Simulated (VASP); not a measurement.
Here is a VASP 6.6.1 calculation.

Contents of INCAR:

```
PREC     = Accurate       # precision mode
ENCUT    = 520            # plane-wave cutoff, eV
EDIFF    = 1E-7           # SCF threshold, eV
ISMEAR   = 0              # smearing method
SIGMA    = 0.1            # smearing width, eV
LREAL    = F              # projectors in reciprocal space
LASPH    = T              # aspherical terms in the spheres
NELM     = 60             # most SCF steps
ALGO     = Normal         # electronic algorithm
ISIF     = 2              # what is computed and relaxed
LWAVE    = F              # write WAVECAR
LCHARG   = T              # write CHGCAR
GGA      = PE             # functional
LELF     = T              # ELF
LVHAR    = T            
NBANDS   = 44             # bands
```

File KPOINTS:

```
Automatic mesh
0
Gamma
  10 10 4
```

POSCAR

```
LaNb4O
1.0
    3.7296733940      0.0000000000      0.0000000000
    0.0000000000      3.7296733940      0.0000000000
    0.0000000000      0.0000000000      9.4154528243
La Nb O
1 4 1
Direct
    0.5000000000      0.5000000000      0.0000000000
    0.0000000000      0.5000000000      0.6384077755
    0.5000000000      0.0000000000      0.6384077755
    0.0000000000      0.5000000000      0.3615922245
    0.5000000000      0.0000000000      0.3615922245
    0.0000000000      0.0000000000      0.0000000000
```

Potentials or basis: VASP PAW PBE potentials, release 64 (La, Nb_sv, O).

Run with:

```console
$ cat potpaw_PBE.64/La/POTCAR potpaw_PBE.64/Nb_sv/POTCAR potpaw_PBE.64/O/POTCAR > POTCAR
$ mpirun -np 1 vasp_std > vasp.out
```

Question: What does it give for the largest force?

Answer: 0.006 eV/Å.

Question: Estimate the pressure.

Answer: -0.2 GPa.

Forces in eV/Å, atoms in the order of the input:
```
La   0.000  0.000  0.000
Nb   0.000  0.000 -0.006
Nb   0.000  0.000 -0.006
Nb   0.000  0.000  0.006
Nb   0.000  0.000  0.006
O    0.000  0.000  0.000
```

Caveat: an odd number of electrons without spin polarisation forces a metal; a magnetic or distorted state may lie lower.
